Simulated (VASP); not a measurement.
# Al: relaxation of cell and atoms with RPBE

Al:

```
Al
1.0
     0.00000    2.02481    2.02481
     2.02481    0.00000    2.02481
     2.02481    2.02481    0.00000
Al
1
Direct
  0.00000 0.00000 0.00000
```

```yaml
Program: VASP 6.6.1
Task: relaxation of cell and atoms
Functional: RPBE
Potentials_or_basis: VASP PAW PBE potentials, release 64 (Al)
Cutoff: 600 eV
k_mesh: 11 × 11 × 11
Occupations: fermi-dirac, width 0.05 eV
Spin: no spin polarisation
Dipole_correction: no
Further_INCAR_settings: ALGO = Normal; EDIFF = 1e-07; IBRION = 2; EDIFFG = -0.01; NSW = 60; ISIF = 3
```

```yaml
Relaxed_volume: 16.78 Å³/atom
Relaxed_cell: a = 2.874 Å, b = 2.874 Å, c = 2.874 Å, α = 60.00°, β = 60.00°, γ = 60.00°
Space_group_after_relaxing_to_0.05_Å: Fm-3m (No. 225)
Energy_gained_by_relaxing: 0.5 meV/atom
Ionic_steps: 3
Pressure_after_relaxing: 0.0 GPa
```

Step by step:
| step | energy change (eV) | largest force (eV/Å) | pressure (GPa) | volume (Å³) |
| --- | --- | --- | --- | --- |
| 1 | 0.0000 | 0.0000 | 0.84 | 16.60 |
| 2 | -0.0004 | 0.0000 | -0.15 | 16.81 |
| 3 | -0.0005 | 0.0000 | 0.00 | 16.78 |

Final structure:
```
Al
1.0
     0.00000    2.03193    2.03193
     2.03193    0.00000    2.03193
     2.03193    2.03193    0.00000
Al
1
Cartesian
  0.0000 0.0000 0.0000
```

Levels at points of the mesh, in eV from the Fermi level:
| k point | band 1 | band 2 | band 3 | band 4 |
| --- | --- | --- | --- | --- |
| (0.00, 0.00, 0.00) | -11.04 | 12.49 | 12.49 | 12.49 |

Run time: 3.3 s on 1 thread of Intel(R) Xeon(R) 6975P-C (Granite Rapids), with other jobs on the host, peak memory 0.13 GiB.

The cell as given is a measured one (16.60 Å³/atom); RPBE puts the equilibrium volume +1.1 % from it, thermal expansion not counted.

Caveat: the PAW data sets were made with another functional, which shifts forces and pressure a little.
